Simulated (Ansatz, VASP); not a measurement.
## One calculation of Ni, two programs

```
CELL_PARAMETERS angstrom
2.48804 0.00000 0.00000
-1.24402 2.15470 0.00000
0.00000 0.00000 20.06290
ATOMIC_POSITIONS crystal
Ni 0.16667 0.33333 0.40033
Ni 0.50000 0.00000 0.50000
Ni 0.83333 0.66667 0.59967
```

Alike in both runs: functional PBE; k mesh 19 × 19 × 1; occupations fermi-dirac, width 0.05 eV; collinear spin.

Ansatz relaxed the structure, and its values are those at the end. VASP's run is a single point on that final structure, the one shown.

|  | VASP | Ansatz |
| --- | --- | --- |
| version | VASP 6.6.1 | Ansatz 0.2.0 |
| potentials or method | VASP PAW PBE potentials, release 64 (Ni), cutoff 520 eV | all-electron LAPW, scalar-relativistic |

|  | VASP | Ansatz | Ansatz less VASP |
| --- | --- | --- | --- |
| net moment per atom (μB) | 0.72 | 0.74 | +0.015 |
| size of the moment on the site where the two differ most (μB) | 0.75 | 0.78 | +0.037 |

Site moments also hang on the region over which each program counts them. Ansatz ran all-electron here, and VASP with PAW potentials.
